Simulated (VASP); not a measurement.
Here is a VASP 6.6.1 calculation.

The input INCAR:

```
ALGO     = Normal         # electronic algorithm
EDIFF    = 1E-7           # SCF threshold, eV
ENCUT    = 520            # plane-wave cutoff, eV
GGA      = PE             # functional
ISIF     = 2              # what is computed and relaxed
ISMEAR   = 1              # smearing method
LASPH    = True           # aspherical terms in the spheres
LCHARG   = True           # write CHGCAR
LELF     = True           # ELF
LREAL    = False          # projectors in reciprocal space
LVHAR    = True         
LWAVE    = False          # write WAVECAR
NBANDS   = 43             # bands
NELM     = 80             # most SCF steps
PREC     = Accurate       # precision mode
SIGMA    = 0.1            # smearing width, eV
```

The input KPOINTS:

```
k-points
0
Gamma
  16 16 1
```

POSCAR

```
Mo
1.0
    3.1600000000      0.0000000000      0.0000000000
    0.0000000000      3.1600000000      0.0000000000
    0.0000000000      0.0000000000     18.3200000000
Mo
5
Direct
    0.0000000000      0.0000000000      0.3275109170
    0.5000000000      0.5000000000      0.4137554585
    0.0000000000      0.0000000000      0.5000000000
    0.5000000000      0.5000000000      0.5862445415
    0.0000000000      0.0000000000      0.6724890830
```

Potentials or basis: VASP PAW PBE potentials, release 64 (Mo_sv).

Launch:

```sh
$ cat potpaw_PBE.64/Mo_sv/POTCAR > POTCAR
$ mpirun -np 1 vasp_std > vasp.out
```

**Question.** What does it give for the band gap on the k mesh?

**Answer.** Zero (bands 35 and 36 overlap by 1.73 eV).

**Question.** What does it give for the largest force?

**Answer.** 1.313 eV/Å.

Forces in eV/Å, atoms in the order of the input:
```
Mo   0.000  0.000  1.313
Mo   0.000  0.000 -1.197
Mo   0.000  0.000  0.000
Mo   0.000  0.000  1.197
Mo   0.000  0.000 -1.313
```

Caveat: there is no dipole correction, which matters where the two faces differ.
